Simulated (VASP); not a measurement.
# ZnS: single point with PBEsol

**What was measured.**

From “Electronic, vibrational, and thermodynamic properties of ZnS (zincblende and rocksalt structure)”, 2009, arxiv:0911.5022, for a bulk crystal of ZnS at 19 K: band gap 3.85 eV (direct).

The system is ZnS.

```
Zn S
1.0
     0.00000   -2.67826   -2.67826
     2.67826    0.00000   -2.67826
     2.67826   -2.67826    0.00000
Zn S
1 1
Direct
  0.00000 0.00000 0.00000
  0.75000 0.75000 0.75000
```

```json
{
  "Program": "VASP 6.6.1",
  "Task": "single point",
  "Functional": "PBEsol",
  "Potentials or basis": "VASP PAW PBE potentials, release 64 (Zn, S)",
  "Cutoff": "520 eV",
  "k mesh": "10 × 10 × 10",
  "Occupations": "gaussian, width 0.02 eV",
  "Spin": "no spin polarisation",
  "Dipole correction": "no",
  "Further INCAR settings": "ALGO = Normal; EDIFF = 1e-06; NBANDS = 16"
}
```

```json
{"Pressure": "0.2 GPa", "Band gap on the k mesh": "2.09 eV"}
```

Levels at points of the mesh, in eV from the valence-band top:
```
           k point  band 7  band 8  band 9  band 10  band 11  band 12
(0.00, 0.00, 0.00)    0.00    0.00    0.00     2.09     6.29     6.29
(0.50, 0.00, 0.00)   -5.54   -0.92   -0.92     3.24     6.82     6.82
(0.50, 0.50, 0.00)   -4.71   -2.35   -2.35     3.18     3.96    11.02
```

Run time: 32 s on 1 thread of Intel Xeon 8259CL, on a shared host, peak memory 0.17 GiB.

Measured gap of ZnS: 3.85 eV (direct; 19 K; quoted in “Electronic, vibrational, and thermodynamic properties of ZnS (zincblende and rocksalt structure)”, 2009, arxiv:0911.5022). This calculation gives 2.09 eV (-1.76 eV). The value is that of PBEsol, without temperature or zero-point motion. Semilocal functionals fall short of measured gaps as a rule.

Caveat: the PAW data sets were made with another functional, which shifts forces and pressure a little.
